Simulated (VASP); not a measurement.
Wanted: the native input for a VASP 6.6.1 run.

```yaml
Task: single point
Functional: PBEsol
Potentials_or_basis: VASP PAW PBE potentials, release 64 (Al)
Cutoff: 520 eV
k_mesh: 18 × 18 × 10
Occupations: gaussian, width 0.15 eV
Spin: no spin polarisation
Dipole_correction: no
Further_INCAR_settings: ALGO = Normal; EDIFF = 1e-07; NBANDS = 10
```

The structure of Al lies in POSCAR:

```
Al
1.0
    2.6015212001      0.0000000000      0.0000000000
   -1.3007606000      2.2529834478      0.0000000000
    0.0000000000      0.0000000000      4.8668500000
Al
2
Direct
    0.6666666667      0.3333333333      0.7500000000
    0.3333333333      0.6666666667      0.2500000000
```

This isn't the form of Al at room conditions, which is fcc.

This cell differs from its parent crystal: strain -0.0750 x Voigt [1, 1, 0, 0, 0, 0].

The input as run:

INCAR

```
SYSTEM = Al
  PREC = Accurate
  ENCUT = 520
  EDIFF = 1E-7
  ISMEAR = 0
  SIGMA = 0.15
  LREAL = .False.
  LASPH = .True.
  NELM = 100
  ALGO = Normal
  ISIF = 2
  LWAVE = .False.
  LCHARG = .False.
  GGA = PS
  NBANDS = 10
```

KPOINTS

```
Automatic mesh
0
Gamma
  18 18 10
  0 0 0
```

Potentials or basis: VASP PAW PBE potentials, release 64 (Al).

Command:

```bash
$ cat potpaw_PBE.64/Al/POTCAR > POTCAR
$ mpirun -np 1 vasp_std > vasp.out
```

It gave:

The pressure is 17.4 GPa and the band gap on the k mesh is zero (bands 3 and 4 overlap by 6.09 eV).

Caveat: the cell differs from its parent crystal (strain -0.0750 x Voigt [1, 1, 0, 0, 0, 0]); the stress differs along the axes, from 4 to 24 GPa; the PAW data sets were made with another functional, which shifts forces and pressure a little.

It took 85 s on 1 thread of AMD EPYC 7R43 64-Core Processor (Zen 3), with other jobs on the host, peak memory 0.14 GiB.
